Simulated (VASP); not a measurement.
The system is Ni.

```
Ni
1.0
     2.27759    0.00000    0.00000
     0.00000    2.27759    0.00000
     0.00000    0.00000    2.27759
Ni
1
Direct
  0.00000 0.00000 0.00000
```

This isn't the form of Ni at room conditions, which is fcc.

* Program: VASP 6.6.1
* Task: relaxation of cell and atoms
* Functional: r2SCAN
* Potentials or basis: VASP PAW PBE potentials, release 64 (Ni)
* Cutoff: 600 eV
* k mesh: 14 × 14 × 14
* Occupations: fermi-dirac, width 0.1 eV
* Spin: no spin polarisation

At the start: pressure 3.6 GPa; volume 11.81 Å³/atom.

Problem. How do energy, volume and symmetry change on relaxing?

Solution. Over 3 steps the energy falls by 2.6 meV/atom and the volume is 12.06 Å³/atom (+2.0 %); space group Pm-3m (No. 221, to 0.1 Å) before and after.

The path:
```csv
step,energy change (eV),largest force (eV/Å),pressure (GPa),volume (Å³)
1,0.0000,0.0000,3.56,11.81
2,-0.0008,0.0000,-2.55,12.27
3,-0.0026,0.0000,-0.03,12.06
```

Final structure:
```cif
data_structure
_symmetry_space_group_name_H-M 'P 1'
_symmetry_Int_Tables_number 1
_cell_length_a 2.2930
_cell_length_b 2.2930
_cell_length_c 2.2930
_cell_angle_alpha 90.000
_cell_angle_beta 90.000
_cell_angle_gamma 90.000
_cell_volume 12.06
loop_
_atom_site_label
_atom_site_type_symbol
_atom_site_fract_x
_atom_site_fract_y
_atom_site_fract_z
_atom_site_occupancy
Ni1 Ni 0.00000 0.00000 0.00000 1
```

Caveat: the PAW data sets were made with another functional, which shifts forces and pressure a little; the run has no spin polarisation, though such a crystal can be magnetic.
